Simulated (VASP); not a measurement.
# CdSe (F-43m) in VASP: a series of runs

The runs below take CdSe through single point, with r2SCAN0, PBEsol.

Everything below comes from runs of VASP 6.6.1. Logs are shortened: lines on timing, memory, paths and dates and some standing lists are left out, and cuts for length are marked.

## (1) The cell of the first run

It takes space group F-43m (No. 216, cubic). The conventional cell has a = 6.261 Å, b = 6.261 Å, c = 6.261 Å, α = 90.00°, β = 90.00°, γ = 90.00°. Cd (site symmetry -43m) has 4 Se at 2.71 Å within 3.6 Å. Se (site symmetry -43m) has 4 Cd at 2.71 Å within 3.6 Å.

## (2) Single point, r2SCAN0

POSCAR reads:

```
CdSe
1.0
    0.0000000000      3.1304878824      3.1304878824
    3.1304878824      0.0000000000      3.1304878824
    3.1304878824      3.1304878824      0.0000000000
Cd Se
1 1
Direct
    0.0000000000      0.0000000000      0.0000000000
    0.2500000000      0.2500000000      0.2500000000
```

INCAR.step1 reads:

```
ALGO = Normal ; EDIFF = 1E-5
ENCUT = 520 ; GGA = PE
ISIF = 2 ; ISMEAR = -1
LASPH = T ; LCHARG = F
LREAL = F ; LWAVE = T
NBANDS = 16 ; NELM = 60
PREC = Accurate ; SIGMA = 0.05
```

INCAR.step2 reads:

```
AEXX = 0.25 ; ALGO = Normal
EDIFF = 1E-6 ; ENCUT = 520
ISIF = 2 ; ISMEAR = -1
ISTART = 1 ; LASPH = T
LCHARG = F ; LHFCALC = T
LMIXTAU = T ; LREAL = F
LWAVE = F ; METAGGA = R2SCAN
NBANDS = 16 ; NELM = 60
PREC = Accurate ; PRECFOCK = Normal
SIGMA = 0.05
```

KPOINTS reads:

```
k-points
0
Gamma
  4 4 4
```

Potentials or basis: VASP PAW PBE potentials, release 64 (Cd, Se).

Run with:

```console
$ cat potpaw_PBE.64/Cd/POTCAR potpaw_PBE.64/Se/POTCAR > POTCAR
$ cp INCAR.step1 INCAR
$ mpirun -np 1 vasp_std > vasp.out
$ cp INCAR.step2 INCAR
$ mpirun -np 1 vasp_std > vasp.out
```

OUTCAR:

```text
AEXX = 0.25
   EDIFF = 1E-6
   ENCUT = 520
   ISIF = 2
   ISMEAR = -1
   ISTART = 1
   LASPH = T
   LHFCALC = T
   LREAL = F
   METAGGA = R2SCAN
   NELM = 60
   PREC = Accurate
   PRECFOCK = Normal

 ion  position               nearest neighbor table
   1  0.000  0.000  0.000-   2 2.71   2 2.71   2 2.71   2 2.71
   2  0.250  0.250  0.250-   1 2.71   1 2.71   1 2.71   1 2.71

  LATTYP: Found a face centered cubic cell.
 ALAT       =     6.2609757648

  Lattice vectors:

 A1 = (   0.0000000000,   3.1304878824,   3.1304878824)
 A2 = (   3.1304878824,   0.0000000000,   3.1304878824)
 A3 = (   3.1304878824,   3.1304878824,   0.0000000000)

Analysis of symmetry for initial positions (statically):
=====================================================================
 Subroutine PRICEL returns:
 Original cell was already a primitive cell.

 Routine SETGRP: Setting up the symmetry group for a
 face centered cubic supercell.

 Subroutine GETGRP returns: Found 24 space group operations
 (whereof 24 operations were pure point group operations)
 out of a pool of 48 trial point group operations.

The static configuration has the point symmetry T_d .

Analysis of symmetry for dynamics (positions and initial velocities):
=====================================================================
 Subroutine PRICEL returns:
 Original cell was already a primitive cell.

 Routine SETGRP: Setting up the symmetry group for a
 face centered cubic supercell.

 Subroutine GETGRP returns: Found 24 space group operations
 (whereof 24 operations were pure point group operations)
 out of a pool of 48 trial point group operations.

The dynamic configuration has the point symmetry T_d .

 Subroutine INISYM returns: Found 24 space group operations
 (whereof 24 operations are pure point group operations),
 and found     1 'primitive' translations

----------------------------------------------------------------------------------------

                                     Primitive cell

  volume of cell :      61.3573

  direct lattice vectors                    reciprocal lattice vectors
     0.000000000  3.130487882  3.130487882    -0.159719513  0.159719513  0.159719513
     3.130487882  0.000000000  3.130487882     0.159719513 -0.159719513  0.159719513
     3.130487882  3.130487882  0.000000000     0.159719513  0.159719513 -0.159719513

  length of vectors
     4.427178420  4.427178420  4.427178420     0.276642311  0.276642311  0.276642311

  position of ions in fractional coordinates (direct lattice)
     0.000000000  0.000000000  0.000000000
     0.250000000  0.250000000  0.250000000

  ion indices of the primitive-cell ions
   primitive index   ion index
                 1           1
                 2           2

----------------------------------------------------------------------------------------

 KPOINTS: k-points

Automatic generation of k-mesh.
 Grid dimensions read from file:
 generate k-points for:    4    4    4

 Generating k-lattice:

  Cartesian coordinates                     Fractional coordinates (reciprocal lattice)
    -0.039929878  0.039929878  0.039929878     0.250000000  0.000000000  0.000000000
     0.039929878 -0.039929878  0.039929878     0.000000000  0.250000000  0.000000000
     0.039929878  0.039929878 -0.039929878     0.000000000  0.000000000  0.250000000

  Length of vectors
     0.069160578  0.069160578  0.069160578

  Shift w.r.t. Gamma in fractional coordinates (k-lattice)
     0.000000000  0.000000000  0.000000000

 Subroutine IBZKPT returns following result:
 ===========================================

 Found      8 irreducible k-points:

 Following reciprocal coordinates:
            Coordinates               Weight
  0.000000  0.000000  0.000000      1.000000
  0.250000  0.000000  0.000000      8.000000
  0.500000  0.000000  0.000000      4.000000
  0.250000  0.250000  0.000000      6.000000
  0.500000  0.250000  0.000000     24.000000
 -0.250000  0.250000  0.000000     12.000000
  0.500000  0.500000  0.000000      3.000000
 -0.250000  0.500000  0.250000      6.000000
   k-points           NKPTS =      8   k-points in BZ     NKDIM =     64   number of bands    NBANDS=     16
   number of dos      NEDOS =    301   number of ions     NIONS =      2
   total plane-waves  NPLWV =  46656
   dimension x,y,z NGX =    36 NGY =   36 NGZ =   36
   dimension x,y,z NGXF=    72 NGYF=   72 NGZF=   72
   ions per type =               1   1
   NGX,Y,Z   is equivalent  to a cutoff of  13.52, 13.52, 13.52 a.u.
   NGXF,Y,Z  is equivalent  to a cutoff of  27.04, 27.04, 27.04 a.u.
 SYSTEM =  unknown system
   PREC   = accura    normal or accurate (medium, high low for compatibility)
   ISTART =      1    job   : 0-new  1-cont  2-samecut
   ICHARG =      0    charge: 1-file 2-atom 10-const
   ISPIN  =      1    spin polarized calculation?
   LNONCOLLINEAR =      F non collinear calculations
   LSORBIT =      F    spin-orbit coupling
   LASPH  =      T    aspherical Exc in radial PAW
   ENCUT  =  520.0 eV  38.22 Ry    6.18 a.u.   8.23  8.23  8.23*2*pi/ulx,y,z
   NELM   =     60;   NELMIN=  2; NELMDL=  0     # of ELM steps
   EDIFF  = 0.1E-05   stopping-criterion for ELM
   LREAL  =      F    real-space projection
   EDIFFG = 0.1E-04   stopping-criterion for IOM
   NSW    =      0    number of steps for IOM
   IBRION =     -1    ionic relax: 0-MD 1-quasi-New 2-CG
   NFREE  =      0    steps in history (QN), initial steepest desc. (CG)
   ISIF   =      2    stress and relaxation
   ISYM   =      3    0-nonsym 1-usesym 2-fastsym
   POTIM  = 0.5000    time-step for ionic-motion
   TEBEG  =    0.0;   TEEND  =   0.0 temperature during run
   PSTRESS=    0.0 pullay stress
   NELECT =      18.0000    total number of electrons
   NUPDOWN=      -1.0000    fix difference up-down
   EMIN   =  10.00;   EMAX   =-10.00  energy-range for DOS
   EFERMI =   0.00;   METHOD = LEGACY
   ISMEAR =    -1;   SIGMA  =   0.05  broadening in eV -4-tet -1-fermi 0-gaus
   EFERMI_NEDOS =   21; number of points for ismear=-14 and -15
   IALGO  =     38    algorithm
   IMIX   =      1    mixing-type and parameters
     AMIX     =   0.40;   BMIX     =  1.00
     AMIX_MAG =   1.60;   BMIX_MAG =  1.00
  volume/ion in A,a.u.               =      30.68       207.03
  Fermi-wavevector in a.u.,A,eV,Ry     =   1.087786  2.055618 16.099493  1.183279
  Thomas-Fermi vector in A             =   2.223954
   LORBIT       =      0    0 simple, 1 ext, 2 COOP (PROOUT), +10 PAW based schemes
   METAGGA = R2SCAN    functional components
   LHFCALC =     T    Hartree Fock is set to
   PRECFOCK=normal    Normal, Fast or Accurate (Low or Medium for compatibility)
   ENCUT4O =  -1.0   cutoff for four orbital integrals eV
   NKREDX  =     1    reduce k-point grid by
   NKREDY  =     1    reduce k-point grid by
   NKREDZ  =     1    reduce k-point grid by
   AEXX    =    0.2500 exact exchange contribution
   HFSCREEN=    0.0000 screening length (either q_TF or 0.3 A-1)
   HFSCREENC=   0.0000 screening length for correlation (either q_TF or 0.3 A-1)
   ENCUTFOCK=  -1.0 apply spherical cutoff to Coloumb kernel
   IVDW    =     0    specifies the selected vdW correction
   LEPSILON=     F    determine dielectric tensor
   LRPA    =     F    only Hartree local field effects (RPA)
 non-spin polarized calculation
  energy-cutoff  :      520.00
  volume of cell :       61.36
 maximum number of plane-waves:      1676
 NGX is ok and might be reduce to    36
  NGX = 28; NGY = 28; NGZ = 28

 number of electron      18.0000002 magnetization

 Free energy of the ion-electron system (eV)
  ---------------------------------------------------
  ext. energy  EPLUGINS =         0.00000000
  ---------------------------------------------------
  free energy    TOTEN  =       -30.38409876 eV

  energy without entropy =      -30.38409876  energy(sigma->0) =      -30.38409876

 E-fermi :   0.1864     XC(G=0):  -7.0565

 val. band max:       -0.8510551747   @ k =   0.0000   0.0000   0.0000
 cond. band min:       1.4489326897   @ k =   0.0000   0.0000   0.0000
 fundamental gap:      2.2999878643
 Fermi energy:         0.1863685070

 k-point     1 :       0.0000    0.0000    0.0000
  band No.  band energies     occupation
      1     -14.3930      2.00000
      2     -10.0055      2.00000
      3     -10.0055      2.00000
      4     -10.0055      2.00000
      5      -9.7055      2.00000
      6      -9.7055      2.00000
[... 8 lines left out ...]
     15      12.2701      0.00000
     16      12.2701      0.00000

 k-point     2 :       0.2500    0.0000    0.0000
  band No.  band energies     occupation
      1     -14.2272      2.00000
      2      -9.9626      2.00000
      3      -9.9626      2.00000
      4      -9.7969      2.00000
      5      -9.7041      2.00000
      6      -9.7041      2.00000
[... 8 lines left out ...]
     15      11.2074      0.00000
     16      11.2074      0.00000

 k-point     3 :       0.5000    0.0000    0.0000
  band No.  band energies     occupation
      1     -14.0616      2.00000
      2      -9.9302      2.00000
      3      -9.9302      2.00000
      4      -9.6900      2.00000
      5      -9.6900      2.00000
      6      -9.4311      2.00000
[... 8 lines left out ...]
     15      13.3839      0.00000
     16      13.3839      0.00000

 k-point     4 :       0.2500    0.2500    0.0000
  band No.  band energies     occupation
      1     -14.1735      2.00000
      2      -9.9117      2.00000
      3      -9.9117      2.00000
      4      -9.8312      2.00000
      5      -9.6973      2.00000
      6      -9.6845      2.00000
[... 8 lines left out ...]
     15      12.8498      0.00000
     16      14.1511      0.00000

 k-point     5 :       0.5000    0.2500    0.0000
  band No.  band energies     occupation
      1     -14.0114      2.00000
      2      -9.8897      2.00000
      3      -9.8662      2.00000
      4      -9.7493      2.00000
      5      -9.6813      2.00000
      6      -9.3907      2.00000
[... 8 lines left out ...]
     15      13.6312      0.00000
     16      14.1186      0.00000

 k-point     6 :      -0.2500    0.2500    0.0000
  band No.  band energies     occupation
      1     -14.0645      2.00000
      2      -9.9089      2.00000
      3      -9.9076      2.00000
      4      -9.7120      2.00000
      5      -9.7111      2.00000
      6      -9.4881      2.00000
[... 8 lines left out ...]
     15      12.4081      0.00000
     16      14.1278      0.00000

 k-point     7 :       0.5000    0.5000    0.0000
  band No.  band energies     occupation
      1     -13.9588      2.00000
      2      -9.8215      2.00000
      3      -9.8072      2.00000
      4      -9.8072      2.00000
      5      -9.6632      2.00000
      6      -9.3554      2.00000
[... 8 lines left out ...]
     15      13.7630      0.00000
     16      14.3441      0.00000

 k-point     8 :      -0.2500    0.5000    0.2500
  band No.  band energies     occupation
      1     -13.9601      2.00000
      2      -9.8603      2.00000
      3      -9.8481      2.00000
      4      -9.7353      2.00000
      5      -9.6991      2.00000
      6      -9.2665      2.00000
[... 8 lines left out ...]
     15      13.7304      0.00000
     16      14.3072      0.00000

------------------------ aborting loop because EDIFF is reached ----------------------------------------

  FORCE on cell =-STRESS in cart. coord.  units (eV):
  Direction    XX          YY          ZZ          XY          YZ          ZX
  --------------------------------------------------------------------------------------
  -------------------------------------------------------------------------------------
  Total       -1.2601278     -1.2601278     -1.2601278     -0.0000000      0.0000000     -0.0000000
  in kB      -32.9047887    -32.9047887    -32.9047887     -0.0000000      0.0000000     -0.0000000
  external PRESSURE =     -32.9047887 kB  Pullay stress =       0.0000000 kB

 VOLUME and BASIS-vectors are now :
 -----------------------------------------------------------------------------
  energy-cutoff  :      520.00
  volume of cell :       61.36
      direct lattice vectors                 reciprocal lattice vectors
     0.000000000  3.130487882  3.130487882    -0.159719513  0.159719513  0.159719513
     3.130487882  0.000000000  3.130487882     0.159719513 -0.159719513  0.159719513
     3.130487882  3.130487882  0.000000000     0.159719513  0.159719513 -0.159719513

 POSITION                                       TOTAL-FORCE (eV/Angst)
 -----------------------------------------------------------------------------------
      0.00000      0.00000      0.00000        -0.000000     -0.000000      0.000000
      1.56524      1.56524      1.56524         0.000000      0.000000     -0.000000
 -----------------------------------------------------------------------------------
    total drift:                                0.000057      0.000061      0.000042

  FREE ENERGIE OF THE ION-ELECTRON SYSTEM (eV)
  ---------------------------------------------------
  free  energy   TOTEN  =       -30.3840987590 eV

  energy  without entropy=      -30.3840987589  energy(sigma->0) =      -30.38409876
```

Run time: 24 min. Hardware: 1 thread of Intel Xeon 8259CL, shared host; peak memory 0.23 GiB.

What came out:

- Free energy: -30.3841 eV
- Pressure: -3.3 GPa
- Band gap on the k mesh: 2.30 eV

Caveat: the k points lie up to 0.43 Å⁻¹ apart; the PAW data sets were made with another functional, which shifts forces and pressure a little.

## (3) Single point, PBEsol, non-collinear spin, zero start, spin-orbit coupling

This run uses another cell than the first one, of 29.52 Å³/atom.

INCAR reads:

```
SYSTEM = CdSe
PREC     = Accurate       ! precision mode
ENCUT    = 520            ! plane-wave cutoff, eV
EDIFF    = 1E-7           ! SCF threshold, eV
ISMEAR   = -1             ! smearing method
SIGMA    = 0.05           ! smearing width, eV
LREAL    = .False.        ! projectors in reciprocal space
LASPH    = .True.         ! aspherical terms in the spheres
NELM     = 150            ! most SCF steps
ALGO     = Normal         ! electronic algorithm
ISIF     = 2              ! what is computed and relaxed
LWAVE    = .False.        ! write WAVECAR
LCHARG   = .True.         ! write CHGCAR
MAGMOM   = 0 0 0 0 0 0    ! initial moments
LORBIT   = 11             ! projections on sites
LSORBIT  = .True.         ! spin-orbit coupling
GGA_COMPAT= .False.      
LORBMOM  = .True.       
GGA      = PS             ! functional
LVHAR    = .True.       
NBANDS   = 30             ! bands
```

KPOINTS reads:

```
regular mesh
0
Gamma
  8 8 8
  0 0 0
```

POSCAR reads:

```
CdSe
1.0
    0.0000000000      3.0906047130      3.0906047130
    3.0906047130      0.0000000000      3.0906047130
    3.0906047130      3.0906047130      0.0000000000
Cd Se
1 1
Direct
    0.0000000000      0.0000000000      0.0000000000
    0.2500000000      0.2500000000      0.2500000000
```

Potentials or basis: VASP PAW PBE potentials, release 64 (Cd, Se).

Run with:

```console
$ cat potpaw_PBE.64/Cd/POTCAR potpaw_PBE.64/Se/POTCAR > POTCAR
$ mpirun -np 1 vasp_ncl > vasp.out
```

It took 2.4 min on 1 thread of Intel Xeon Platinum 8488C (Sapphire Rapids), shared host; peak memory 0.43 GiB.

The run converged. Its results:

```yaml
Free_energy: -6.2107 eV
Pressure: -2.0 GPa
Net_moment: 0.00 μB per cell
Valence_electrons_inside_the_program's_atomic_spheres: Cd 10.28; Se 3.82
```

Moments on the atoms (μB; x, y, z):
```
Cd  0.00 0.00 0.00
Se  0.00 0.00 0.00
```

Caveat: the PAW data sets were made with another functional, which shifts forces and pressure a little.

## (4) Single point, PBEsol, non-collinear spin, zero start, spin-orbit coupling

This run uses another cell than the first one, of 30.10 Å³/atom.

INCAR, as its differences from that of step 3:

```diff
@@ -3,3 +3,3 @@
 ENCUT    = 520            ! plane-wave cutoff, eV
-EDIFF    = 1E-7           ! SCF threshold, eV
+EDIFF    = 1E-6           ! SCF threshold, eV
 ISMEAR   = -1             ! smearing method
```

KPOINTS reads:

```
Automatic mesh
0
Gamma
  8 8 8
  0 0 0
```

POSCAR reads:

```
CdSe
1.0
    0.0000000000      3.1106741371      3.1106741371
    3.1106741371      0.0000000000      3.1106741371
    3.1106741371      3.1106741371      0.0000000000
Cd Se
1 1
Direct
    0.0000000000      0.0000000000      0.0000000000
    0.2500000000      0.2500000000      0.2500000000
```

Run with:

```console
$ cat potpaw_PBE.64/Cd/POTCAR potpaw_PBE.64/Se/POTCAR > POTCAR
$ mpirun -np 1 vasp_ncl > vasp.out
```

Wall time 2.4 min (1 thread of Intel Xeon Platinum 8488C (Sapphire Rapids), shared host); peak memory 0.44 GiB.

The run converged. Its results:

| Property | Result |
| --- | --- |
| Free energy | -6.1934 eV |
| Pressure | -2.8 GPa |
| Net moment | 0.00 μB per cell |
| Valence electrons inside the program's atomic spheres | Cd 10.27; Se 3.81 |

Moments on the atoms (μB; x, y, z):
```
Cd  0.00 0.00 0.00
Se  0.00 0.00 0.00
```

Caveat: the PAW data sets were made with another functional, which shifts forces and pressure a little.

## (5) Single point, PBEsol, non-collinear spin, zero start, spin-orbit coupling

INCAR reads:

```
SYSTEM = CdSe
PREC = Accurate
ENCUT = 520
EDIFF = 1E-6
ISMEAR = -1
SIGMA = 0.05
LREAL = .False.
LASPH = .True.
NELM = 150
ALGO = Normal
ISIF = 2
LWAVE = .False.
LCHARG = .True.
LNONCOLLINEAR = .True.
MAGMOM = 0 0 0 0 0 0
LORBIT = 11
LSORBIT = .True.
GGA_COMPAT = .False.
LORBMOM = .True.
GGA = PS
LVHAR = .True.
NBANDS = 30
```

KPOINTS is that of step 4.

POSCAR reads:

```
CdSe
1.0
    0.0000000000      3.1304878824      3.1304878824
    3.1304878824      0.0000000000      3.1304878824
    3.1304878824      3.1304878824      0.0000000000
Cd Se
1 1
Direct
    0.0000000000      0.0000000000      0.0000000000
    0.2500000000      0.2500000000      0.2500000000
```

Run with:

```console
$ cat potpaw_PBE.64/Cd/POTCAR potpaw_PBE.64/Se/POTCAR > POTCAR
$ mpirun -np 1 vasp_ncl > vasp.out
```

Wall time 2 min (1 thread of Intel Xeon Platinum 8488C (Sapphire Rapids), shared host); peak memory 0.44 GiB.

It converged, with:

```yaml
Free_energy: -6.1707 eV
Pressure: -3.5 GPa
Net_moment: 0.00 μB per cell
Valence_electrons_inside_the_program's_atomic_spheres: Cd 10.26; Se 3.80
```

Moments on the atoms (μB; x, y, z):
```
Cd  0.00 0.00 0.00
Se  0.00 0.00 0.00
```

Caveat: the cell stands under tension; the PAW data sets were made with another functional, which shifts forces and pressure a little.

## (6) Summary

| level | spin | cell | k mesh | grid for exact exchange (PRECFOCK) | share of exact exchange | pressure (GPa) | moment (μB) |
| --- | --- | --- | --- | --- | --- | --- | --- |
| r2SCAN0 | off | a = 4.427 Å, angles 60.0°, 2 atoms | 4 × 4 × 4 | Normal | 0.25 | -3.3 | - |
| PBEsol | non-collinear, zero start, SOC | a = 4.371 Å, angles 60.0°, 2 atoms | 8 × 8 × 8 | - | - | -2.0 | 0.00 |
| PBEsol | non-collinear, zero start, SOC | a = 4.399 Å, angles 60.0°, 2 atoms | 8 × 8 × 8 | - | - | -2.8 | 0.00 |
| PBEsol | non-collinear, zero start, SOC | a = 4.427 Å, angles 60.0°, 2 atoms | 8 × 8 × 8 | - | - | -3.5 | 0.00 |

Alike in all rows: task single point; potentials or basis VASP PAW PBE potentials, release 64 (Cd, Se); cutoff (eV) 520; smearing fermi-dirac 0.05 eV.

Caveats: some runs use coarse meshes; the PAW data sets were made with another functional, which shifts forces and pressure a little; the cell stands under tension (at least some runs).

Absolute energies hang on the potentials; compare differences alone.
